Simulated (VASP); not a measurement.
A run of VASP 6.6.1 is set up as follows.

INCAR

```
SYSTEM = ZrS
PREC = Accurate
ENCUT = 600
EDIFF = 1E-6
ISMEAR = 0
SIGMA = 0.1
LREAL = .FALSE.
LASPH = .TRUE.
NELM = 60
ALGO = Normal
ISIF = 3
LWAVE = .FALSE.
LCHARG = .FALSE.
GGA = PS
IBRION = 2
NSW = 80
EDIFFG = -0.01
```

KPOINTS

```
Automatic mesh
0
G
  8 8 8
  0 0 0
```

POSCAR

```
ZrS
1.0
    0.0000000000      2.6250000000      2.6250000000
    2.6250000000      0.0000000000      2.6250000000
    2.6250000000      2.6250000000      0.0000000000
Zr S
1 1
Direct
    0.0000000000      0.0000000000      0.0000000000
    0.5000000000      0.5000000000      0.5000000000
```

Potentials or basis: VASP PAW PBE potentials, release 64 (Zr_sv, S).

Run with:

```sh
$ cat potpaw_PBE.64/Zr_sv/POTCAR potpaw_PBE.64/S/POTCAR > POTCAR
$ mpirun -np 1 vasp_std > vasp.out
```

Problem. What does it give for the relaxed volume?

Solution. 17.26 Å³/atom.

Problem. What does it give for the relaxed cell?

Solution. a = 3.655 Å, b = 3.655 Å, c = 3.655 Å, α = 60.00°, β = 60.00°, γ = 60.00°.

Problem. What does it give for the space group after relaxing (to 0.05 Å)?

Solution. Fm-3m (No. 225).

The path:
| step | energy change (eV) | largest force (eV/Å) | pressure (GPa) | volume (Å³) |
| --- | --- | --- | --- | --- |
| 1 | 0.0000 | 0.0000 | -6.34 | 36.18 |
| 2 | 0.0211 | 0.0000 | 9.74 | 32.56 |
| 3 | -0.0348 | 0.0000 | -0.09 | 34.51 |

Caveat: the PAW data sets were made with another functional, which shifts forces and pressure a little.
